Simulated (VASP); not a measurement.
Runs of VASP 6.6.1 on AlNi. The structure is that of space group Cmmm (No. 65), or close to it. The cells are those of the table. 

```csv
cell,further INCAR settings,gap on the mesh (eV),pressure (GPa)
"a = 3.084, b = 3.084, c = 2.901 Å, angles 90.0, 90.0, 97.0°, 2 atoms",ALGO = Fast; EDIFF = 1e-07; NBANDS = 14,none,(a)
"a = 3.056, b = 3.056, c = 2.901 Å, angles 90.0, 90.0, 96.1°, 2 atoms",ALGO = Fast; EDIFF = 1e-06; NBANDS = 14,none,-12.0
"a = 2.999, b = 2.999, c = 2.901 Å, angles 90.0, 90.0, 94.1°, 2 atoms",ALGO = Fast; EDIFF = 1e-06; NBANDS = 14,none,-9.2
"a = 3.113, b = 3.113, c = 2.901 Å, angles 90.0, 90.0, 98.0°, 2 atoms",ALGO = Fast; EDIFF = 1e-06; NBANDS = 14,none,-13.9
```

Alike in all rows: task single point; level PBE; potentials or basis VASP PAW PBE potentials, release 64 (Al, Ni); no spin polarisation; k mesh 20 × 20 × 20; cutoff (eV) 520; smearing gaussian 0.15 eV.

Task: Estimate the missing entries.

Result: (a) -13.0.

A gap of «none» marks levels without a gap at the run's occupations.
